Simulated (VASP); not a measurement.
# BaTe (P4/mmm) in VASP: further runs

BaTe is run at these levels: LDA; tasks: single point.

Program: VASP 6.6.1. These are calculated values, not measurements. Logs are shortened: lines on timing, memory, paths and dates and some standing lists are left out, and cuts for length are marked.

## 1. The cell of the first run

The structure is tetragonal, space group P4/mmm (No. 123). The conventional cell has a = 3.911 Å, b = 3.911 Å, c = 4.220 Å, α = 90.00°, β = 90.00°, γ = 90.00°. Ba (site symmetry 4/mmm) has 8 Te at 3.48 Å and 6 Ba at 3.91 to 4.22 Å within 4.6 Å. Within 4.6 Å of Te (site symmetry 4/mmm) lie 8 Ba at 3.48 Å and 6 Te at 3.91 to 4.22 Å.

## 2. Single point, LDA (strain -0.050 along x and y, +0.025 along z)

Contents of INCAR:

```
PREC = Accurate
ENCUT = 520
EDIFF = 1E-6
ISMEAR = 0
SIGMA = 0.05
LREAL = F
LASPH = T
NELM = 100
ALGO = Normal
ISIF = 2
LWAVE = F
LCHARG = F
GGA = CA
NBANDS = 15
```

Contents of KPOINTS:

```
regular mesh
0
Gamma
  8 8 8
```

Contents of POSCAR:

```
BaTe
1.0
    3.9108466897      0.0000000000      0.0000000000
    0.0000000000      3.9108466897      0.0000000000
    0.0000000000      0.0000000000      4.2195977442
Ba Te
1 1
Direct
    0.0000000000      0.0000000000      0.0000000000
    0.5000000000      0.5000000000      0.5000000000
```

Potentials or basis: VASP PAW LDA potentials, release 64 (Ba_sv, Te).

Command:

```bash
> cat potpaw_LDA.64/Ba_sv/POTCAR potpaw_LDA.64/Te/POTCAR > POTCAR
> mpirun -np 1 vasp_std > vasp.out
```

OUTCAR:

```text
PREC = Accurate
   ENCUT = 520
   EDIFF = 1E-6
   ISMEAR = 0
   LREAL = F
   LASPH = T
   NELM = 100
   ISIF = 2
   GGA = CA

 ion  position               nearest neighbor table
   1  0.000  0.000  0.000-   2 3.48   2 3.48   2 3.48   2 3.48   2 3.48   2 3.48   2 3.48   2 3.48

   2  0.500  0.500  0.500-   1 3.48   1 3.48   1 3.48   1 3.48   1 3.48   1 3.48   1 3.48   1 3.48

  LATTYP: Found a simple tetragonal cell.
 ALAT       =     3.9108466897
 C/A-ratio  =     1.0789473684

  Lattice vectors:

 A1 = (   3.9108466897,   0.0000000000,   0.0000000000)
 A2 = (   0.0000000000,   3.9108466897,   0.0000000000)
 A3 = (   0.0000000000,   0.0000000000,   4.2195977442)

Analysis of symmetry for initial positions (statically):
=====================================================================
 Subroutine PRICEL returns:
 Original cell was already a primitive cell.

 Routine SETGRP: Setting up the symmetry group for a
 simple tetragonal supercell.

 Subroutine GETGRP returns: Found 16 space group operations
 (whereof 16 operations were pure point group operations)
 out of a pool of 16 trial point group operations.

The static configuration has the point symmetry D_4h.

Analysis of symmetry for dynamics (positions and initial velocities):
=====================================================================
 Subroutine PRICEL returns:
 Original cell was already a primitive cell.

 Routine SETGRP: Setting up the symmetry group for a
 simple tetragonal supercell.

 Subroutine GETGRP returns: Found 16 space group operations
 (whereof 16 operations were pure point group operations)
 out of a pool of 16 trial point group operations.

The dynamic configuration has the point symmetry D_4h.

 Subroutine INISYM returns: Found 16 space group operations
 (whereof 16 operations are pure point group operations),
 and found     1 'primitive' translations

----------------------------------------------------------------------------------------

                                     Primitive cell

  volume of cell :      64.5376

  direct lattice vectors                    reciprocal lattice vectors
     3.910846690  0.000000000  0.000000000     0.255699105  0.000000000  0.000000000
     0.000000000  3.910846690  0.000000000     0.000000000  0.255699105  0.000000000
     0.000000000  0.000000000  4.219597744     0.000000000  0.000000000  0.236989415

  length of vectors
     3.910846690  3.910846690  4.219597744     0.255699105  0.255699105  0.236989415

  position of ions in fractional coordinates (direct lattice)
     0.000000000  0.000000000  0.000000000
     0.500000000  0.500000000  0.500000000

  ion indices of the primitive-cell ions
   primitive index   ion index
                 1           1
                 2           2

----------------------------------------------------------------------------------------

 KPOINTS: regular mesh

Automatic generation of k-mesh.
 Grid dimensions read from file:
 generate k-points for:    8    8    8

 Generating k-lattice:

  Cartesian coordinates                     Fractional coordinates (reciprocal lattice)
     0.031962388  0.000000000  0.000000000     0.125000000  0.000000000  0.000000000
     0.000000000  0.031962388  0.000000000     0.000000000  0.125000000  0.000000000
     0.000000000  0.000000000  0.029623677     0.000000000  0.000000000  0.125000000

  Length of vectors
     0.031962388  0.031962388  0.029623677

  Shift w.r.t. Gamma in fractional coordinates (k-lattice)
     0.000000000  0.000000000  0.000000000

 Subroutine IBZKPT returns following result:
 ===========================================

 Found     75 irreducible k-points:

 Following reciprocal coordinates:
            Coordinates               Weight
  0.000000  0.000000  0.000000      1.000000
  0.125000  0.000000  0.000000      4.000000
  0.250000  0.000000  0.000000      4.000000
  0.375000  0.000000  0.000000      4.000000
  0.500000  0.000000  0.000000      2.000000
  0.125000  0.125000  0.000000      4.000000
[... 16 lines left out ...]
  0.375000  0.125000  0.125000     16.000000
  0.500000  0.125000  0.125000      8.000000
 [... further k-points ...]
   k-points           NKPTS =     75   k-points in BZ     NKDIM =     75   number of bands    NBANDS=     15
   number of dos      NEDOS =    301   number of ions     NIONS =      2
   total plane-waves  NPLWV =  28800
   dimension x,y,z NGX =    30 NGY =   30 NGZ =   32
   dimension x,y,z NGXF=    60 NGYF=   60 NGZF=   64
   ions per type =               1   1
   NGX,Y,Z   is equivalent  to a cutoff of  12.75, 12.75, 12.61 a.u.
   NGXF,Y,Z  is equivalent  to a cutoff of  25.51, 25.51, 25.22 a.u.
 SYSTEM =  unknown system
   PREC   = accura    normal or accurate (medium, high low for compatibility)
   ISTART =      0    job   : 0-new  1-cont  2-samecut
   ICHARG =      2    charge: 1-file 2-atom 10-const
   ISPIN  =      1    spin polarized calculation?
   LNONCOLLINEAR =      F non collinear calculations
   LSORBIT =      F    spin-orbit coupling
   LASPH  =      T    aspherical Exc in radial PAW
   ENCUT  =  520.0 eV  38.22 Ry    6.18 a.u.   7.27  7.27  7.85*2*pi/ulx,y,z
   NELM   =    100;   NELMIN=  2; NELMDL= -5     # of ELM steps
   EDIFF  = 0.1E-05   stopping-criterion for ELM
   LREAL  =      F    real-space projection
   EDIFFG = 0.1E-04   stopping-criterion for IOM
   NSW    =      0    number of steps for IOM
   IBRION =     -1    ionic relax: 0-MD 1-quasi-New 2-CG
   NFREE  =      0    steps in history (QN), initial steepest desc. (CG)
   ISIF   =      2    stress and relaxation
   ISYM   =      2    0-nonsym 1-usesym 2-fastsym
   POTIM  = 0.5000    time-step for ionic-motion
   TEBEG  =    0.0;   TEEND  =   0.0 temperature during run
   PSTRESS=    0.0 pullay stress
   NELECT =      16.0000    total number of electrons
   NUPDOWN=      -1.0000    fix difference up-down
   EMIN   =  10.00;   EMAX   =-10.00  energy-range for DOS
   EFERMI =   0.00;   METHOD = LEGACY
   ISMEAR =     0;   SIGMA  =   0.05  broadening in eV -4-tet -1-fermi 0-gaus
   EFERMI_NEDOS =   21; number of points for ismear=-14 and -15
   IALGO  =     38    algorithm
   IMIX   =      4    mixing-type and parameters
     AMIX     =   0.40;   BMIX     =  1.00
     AMIX_MAG =   1.60;   BMIX_MAG =  1.00
  volume/ion in A,a.u.               =      32.27       217.76
  Fermi-wavevector in a.u.,A,eV,Ry     =   1.028436  1.943462 14.390619  1.057681
  Thomas-Fermi vector in A             =   2.162432
   LORBIT       =      0    0 simple, 1 ext, 2 COOP (PROOUT), +10 PAW based schemes
   GGA     = CA    functional components
   LHFCALC =     F    Hartree Fock is set to
   AEXX    =    0.0000 exact exchange contribution
   IVDW    =     0    specifies the selected vdW correction
   LEPSILON=     F    determine dielectric tensor
   LRPA    =     F    only Hartree local field effects (RPA)
 non-spin polarized calculation
 Gauss-broadening in eV      SIGMA  =   0.05
  energy-cutoff  :      520.00
  volume of cell :       64.54
 maximum number of plane-waves:      1754
 NGX is ok and might be reduce to    30
   NGX = 15   NGY = 15   NGZ = 15

 number of electron      16.0000000 magnetization

 Free energy of the ion-electron system (eV)
  ---------------------------------------------------
  ext. energy  EPLUGINS =         0.00000000
  ---------------------------------------------------
  free energy    TOTEN  =        -9.23143351 eV

  energy without entropy =       -9.23123688  energy(sigma->0) =       -9.23133519

 E-fermi :   5.3211     XC(G=0):  -9.8159

 val. band max:        5.2029593293   @ k =   0.0000   0.0000   0.0000
 cond. band min:       5.3490917712   @ k =   0.0000   0.0000   0.0000
 fundamental gap:      0.1461324419
 Fermi energy:         5.3211222568

 k-point     1 :       0.0000    0.0000    0.0000
  band No.  band energies     occupation
      1     -22.7113      2.00000
      2      -7.8125      2.00000
      3      -7.6620      2.00000
      4      -7.6620      2.00000
      5      -5.9291      2.00000
      6       4.3523      2.00000
      7       5.0548      2.00000
      8       5.0548      2.00000
      9       5.2030      1.99917
     10       5.3491      0.42889
     11       8.4902      0.00000
     12       9.8602      0.00000
     13       9.8602      0.00000
     14      10.4892      0.00000
     15      13.6193      0.00000

 k-point     2 :       0.1250    0.0000    0.0000
  band No.  band energies     occupation
      1     -22.6998      2.00000
      2      -7.9166      2.00000
      3      -7.7921      2.00000
      4      -7.6453      2.00000
      5      -5.6816      2.00000
      6       3.9283      2.00000
      7       4.2048      2.00000
      8       4.9579      2.00000
      9       5.3516      0.38815
     10       6.1472      0.00000
     11       9.2373      0.00000
     12       9.9117      0.00000
     13       9.9337      0.00000
     14      10.4389      0.00000
     15      12.9931      0.00000

 k-point     3 :       0.2500    0.0000    0.0000
  band No.  band energies     occupation
      1     -22.6720      2.00000
      2      -8.3881      2.00000
      3      -7.7419      2.00000
      4      -7.6043      2.00000
      5      -5.1914      2.00000
      6       2.5201      2.00000
      7       3.8600      2.00000
      8       4.7165      2.00000
      9       5.6780      0.00000
     10       7.5150      0.00000
     11      10.1275      0.00000
     12      10.1839      0.00000
     13      10.4340      0.00000
     14      10.4964      0.00000
     15      11.4505      0.00000

 k-point     4 :       0.3750    0.0000    0.0000
  band No.  band energies     occupation
      1     -22.6437      2.00000
      2      -8.7645      2.00000
      3      -7.6906      2.00000
      4      -7.5625      2.00000
      5      -4.7330      2.00000
      6       1.4341      2.00000
      7       3.5315      2.00000
      8       4.4697      2.00000
      9       6.0972      0.00000
     10       9.3003      0.00000
     11      10.3091      0.00000
     12      10.3520      0.00000
     13      10.7778      0.00000
     14      10.8284      0.00000
     15      11.2403      0.00000
[... 307 lines left out ...]
 k-point    22 :       0.2500    0.1250    0.1250
  band No.  band energies     occupation
      1     -22.6560      2.00000
      2      -8.3317      2.00000
      3      -7.8432      2.00000
      4      -7.7501      2.00000
      5      -5.0499      2.00000
      6       2.6365      2.00000
      7       3.5153      2.00000
      8       4.1062      2.00000
      9       6.4763      0.00000
     10       7.7890      0.00000
     11       8.8159      0.00000
     12       9.9916      0.00000
     13      10.3604      0.00000
     14      11.6237      0.00000
     15      12.4531      0.00000

 k-point    23 :       0.3750    0.1250    0.1250
  band No.  band energies     occupation
      1     -22.6283      2.00000
      2      -8.6666      2.00000
      3      -7.7745      2.00000
      4      -7.6991      2.00000
      5      -4.7781      2.00000
      6       1.7464      2.00000
      7       3.3091      2.00000
      8       4.2475      2.00000
      9       6.6192      0.00000
     10       8.5105      0.00000
     11       9.1518      0.00000
     12      10.3214      0.00000
     13      10.6950      0.00000
     14      11.4832      0.00000
     15      11.6302      0.00000

 k-point    24 :       0.5000    0.1250    0.1250
  band No.  band energies     occupation
      1     -22.6167      2.00000
      2      -8.7966      2.00000
      3      -7.7422      2.00000
      4      -7.6768      2.00000
      5      -4.6672      2.00000
      6       1.4119      2.00000
      7       3.2104      2.00000
      8       4.2984      2.00000
      9       6.7156      0.00000
     10       8.8064      0.00000
     11       8.8898      0.00000
     12      10.7454      0.00000
     13      11.0307      0.00000
     14      11.4548      0.00000
     15      12.2778      0.00000

 [... further k-points ...]
[... 5 lines left out ...]
  --------------------------------------------------------------------------------------
  -------------------------------------------------------------------------------------
  Total        2.6165207      2.6165207      0.2102712      0.0000000      0.0000000      0.0000000
  in kB       64.9564266     64.9564266      5.2200859      0.0000000      0.0000000      0.0000000
  external PRESSURE =      45.0443130 kB  Pullay stress =       0.0000000 kB

 VOLUME and BASIS-vectors are now :
 -----------------------------------------------------------------------------
  energy-cutoff  :      520.00
  volume of cell :       64.54
      direct lattice vectors                 reciprocal lattice vectors
     3.910846690  0.000000000  0.000000000     0.255699105  0.000000000  0.000000000
     0.000000000  3.910846690  0.000000000     0.000000000  0.255699105  0.000000000
     0.000000000  0.000000000  4.219597744     0.000000000  0.000000000  0.236989415

 POSITION                                       TOTAL-FORCE (eV/Angst)
 -----------------------------------------------------------------------------------
      0.00000      0.00000      0.00000         0.000000      0.000000      0.000000
      1.95542      1.95542      2.10980         0.000000      0.000000      0.000000
 -----------------------------------------------------------------------------------
    total drift:                                0.000000     -0.000000     -0.000000

  FREE ENERGIE OF THE ION-ELECTRON SYSTEM (eV)
  ---------------------------------------------------
  free  energy   TOTEN  =        -9.2314335131 eV

  energy  without entropy=       -9.2312368766  energy(sigma->0) =       -9.23133519
```

Wall time 44 s (1 thread of Intel Xeon Platinum 8259CL at 2.50GHz (Skylake/Cascade Lake), shared host); peak memory 0.2 GiB.

Results:

```yaml
Free_energy: -9.2314 eV
Pressure: 4.5 GPa
Band_gap_on_the_k_mesh: zero (band 8 reaches 5.41 eV, above the bottom of band 9 at 5.20 eV)
```

Caveat: the cell differs from its parent crystal (strain -0.050 along x and y, +0.025 along z); spin-orbit coupling is left out, which moves the levels of the heavy elements.

## 3. Single point, LDA (strain -0.050 along x and y, +0.050 along z)

Contents of INCAR:

```
ALGO = Normal
EDIFF = 1E-6
ENCUT = 520
ISIF = 2
ISMEAR = 0
LASPH = True
LCHARG = False
LREAL = False
LWAVE = False
NBANDS = 15
NELM = 100
PREC = Accurate
SIGMA = 0.05
```

Contents of KPOINTS:

```
k-points
0
Gamma
  8 8 8
```

POSCAR: that of step 2 with these lines changed.

```diff
@@ -4,3 +4,3 @@
     0.0000000000      3.9108466897      0.0000000000
-    0.0000000000      0.0000000000      4.2195977442
+    0.0000000000      0.0000000000      4.3225147623
 Ba Te
```

Potentials or basis: VASP PAW LDA potentials, release 64 (Ba_sv, Te).

Command:

```bash
> cat potpaw_LDA.64/Ba_sv/POTCAR potpaw_LDA.64/Te/POTCAR > POTCAR
> mpirun -np 1 vasp_std > vasp.out
```

It took 44 s on 1 thread of Intel Xeon Platinum 8259CL at 2.50GHz (Skylake/Cascade Lake), shared host; peak memory 0.21 GiB.

The run converged. Its results:

* Free energy: -9.2237 eV
* Pressure: 3.1 GPa
* Band gap on the k mesh: zero (band 8 reaches 5.29 eV, above the bottom of band 9 at 5.01 eV)

Stress tensor (GPa, compression positive):
```
 5.71  0.00  0.00
 0.00  5.71  0.00
 0.00  0.00 -2.05
```

Levels at points of the mesh, in eV from the Fermi level:
| k point | band 6 | band 7 | band 8 | band 9 | band 10 | band 11 |
| --- | --- | --- | --- | --- | --- | --- |
| (0.00, 0.00, 0.00) | -1.13 | -0.23 | -0.23 | -0.14 | 0.06 | 2.99 |
| (0.50, 0.00, 0.00) | -4.25 | -2.05 | -0.83 | 1.01 | 4.23 | 5.02 |
| (0.50, 0.50, 0.00) | -2.53 | -2.53 | -0.71 | 0.70 | 1.57 | 1.97 |
| (0.00, 0.00, 0.50) | -4.22 | -1.04 | -1.04 | 0.68 | 4.17 | 4.58 |
| (0.50, 0.00, 0.50) | -2.68 | -2.25 | 0.14 | 0.34 | 2.71 | 2.78 |
| (0.50, 0.50, 0.50) | -3.84 | -3.84 | -3.77 | 4.60 | 5.27 | 5.27 |

Caveat: the cell differs from its parent crystal (strain -0.050 along x and y, +0.050 along z); spin-orbit coupling is left out, which moves the levels of the heavy elements.
